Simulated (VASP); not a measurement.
Write the native input for VASP 6.6.1 that does the following.

```
Task                   : relaxation of cell and atoms
Functional             : PBE
Potentials or basis    : VASP PAW PBE potentials, release 64 (B)
Cutoff                 : 600 eV
k mesh                 : 6 × 6 × 6
Occupations            : gaussian, width 0.1 eV
Spin                   : no spin polarisation
Dipole correction      : no
Further INCAR settings : ALGO = Normal; EDIFF = 1e-07; IBRION = 2; EDIFFG = -0.04; NSW = 90; ISIF = 3
```

The structure of B lies in POSCAR:

```
B
1.0
    4.7872956100      0.0000000000      0.0000000000
   -2.3936478000      4.1459196100      0.0000000000
    0.0000000000      0.0000000000      2.9716642300
B
9
Direct
    0.7664782800      0.6084738900      0.1412367300
    0.3915261100      0.1580043900      0.8079034000
    0.8419956100      0.2335217200      0.4745700700
    0.6084738900      0.7664782800      0.8587632700
    0.1580043900      0.3915261100      0.1920966000
    0.2335217200      0.8419956100      0.5254299300
    0.5261267700      0.0000000000      0.1666666700
    0.0000000000      0.5261267700      0.8333333300
    0.4738732300      0.4738732300      0.5000000000
```

The input as run:

INCAR

```
PREC = Accurate
ENCUT = 600
EDIFF = 1E-7
ISMEAR = 0
SIGMA = 0.1
LREAL = F
LASPH = T
NELM = 60
ALGO = Normal
ISIF = 3
LWAVE = F
LCHARG = F
GGA = PE
IBRION = 2
NSW = 90
EDIFFG = -0.04
```

KPOINTS

```
regular mesh
0
Gamma
  6 6 6
```

Potentials or basis: VASP PAW PBE potentials, release 64 (B).

Command:

```console
$ cat potpaw_PBE.64/B/POTCAR > POTCAR
$ mpirun -np 1 vasp_std > vasp.out
```

Results of the run:

```yaml
Relaxed_volume: 7.94 Å³/atom
Relaxed_cell: a = 4.469 Å, b = 4.469 Å, c = 4.132 Å, α = 90.00°, β = 90.00°, γ = 120.00°
Space_group_after_relaxing_to_0.05_Å: P3_221 (No. 154)
Energy_gained_by_relaxing: 815.6 meV/atom
Ionic_steps: 37
Pressure_after_relaxing: 0.4 GPa
Largest_force_after_relaxing: 0.033 eV/Å
```

Caveat: the volume moved by over 15 % at a fixed basis, so the end points are rough.

Run time: 13 min on 1 thread of Intel(R) Xeon(R) Platinum 8259CL CPU @ 2.50GHz (Skylake/Cascade Lake), with other jobs on the host, peak memory 0.2 GiB.
